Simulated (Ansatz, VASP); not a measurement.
## Re: VASP beside Ansatz

Contents of INCAR:

```
PREC = Accurate
ENCUT = 560
EDIFF = 1E-6
ISMEAR = -1
SIGMA = 0.1
LREAL = False
LASPH = True
NELM = 120
ALGO = Normal
ISIF = 2
LWAVE = False
LCHARG = True
GGA = PE
LELF = True
LVHAR = True
NBANDS = 22
GGA_COMPAT = False
```

File KPOINTS:

```
regular mesh
0
Gamma
  18 18 18
```

The input POSCAR:

```
Re
1.0
   -2.1717727468      2.1717727468      1.1381064910
    2.1717727468     -2.1717727468      1.1381064910
    2.1717727468      2.1717727468     -1.1381064910
Re
2
Direct
   -0.3750000000     -0.1250000000     -0.2500000000
    0.3750000000      0.1250000000      0.2500000000
```

Input for Ansatz:

```yaml
crystal:
  lattice:
    - [-2.1717727468, 2.1717727468, 1.138106491]
    - [2.1717727468, -2.1717727468, 1.138106491]
    - [2.1717727468, 2.1717727468, -1.138106491]
  atoms:
    - { symbol: Re, position: [-0.375, -0.125, -0.25] }
    - { symbol: Re, position: [0.375, 0.125, 0.25] }
kpoints:
  mp_grid: { grid: [18, 18, 18] }
scf:
  occupations: { method: fermi_dirac, width: 0.1 }
hamiltonian:
  xc: pbe
  pseudopotentials: { kind: paw }
output:
  forces: true
  stress: true
  eigenvalues: true
  populations: true
  write_density: true
  write_potential: true
  elf: true
  volumetric_format: npy
```

Change from the starting cell: volume scaled by 0.65, PAW files.

Alike in both runs: task single point; functional PBE; k mesh 18 × 18 × 18; occupations fermi-dirac, width 0.1 eV; no spin polarisation.

|  | VASP | Ansatz |
| --- | --- | --- |
| version | VASP 6.6.1 | Ansatz 0.2.0 |
| potentials or method | VASP PAW PBE potentials, release 64 (Re_sv_GW) | PAW with Ansatz's default frozen-core files, scalar-relativistic |
| plane-wave cutoff (eV) | 560 | 420 |
| valence electrons in the cell | 30 | 30 |

```csv
,VASP,Ansatz,Ansatz less VASP
pressure (GPa),308.0,307.3,-0.65
```

Both programs put the cell under a high pressure, so it lies far from rest at this level.

Spin-orbit coupling is off throughout. Noted on VASP's run: the cell as given lies far from equilibrium.
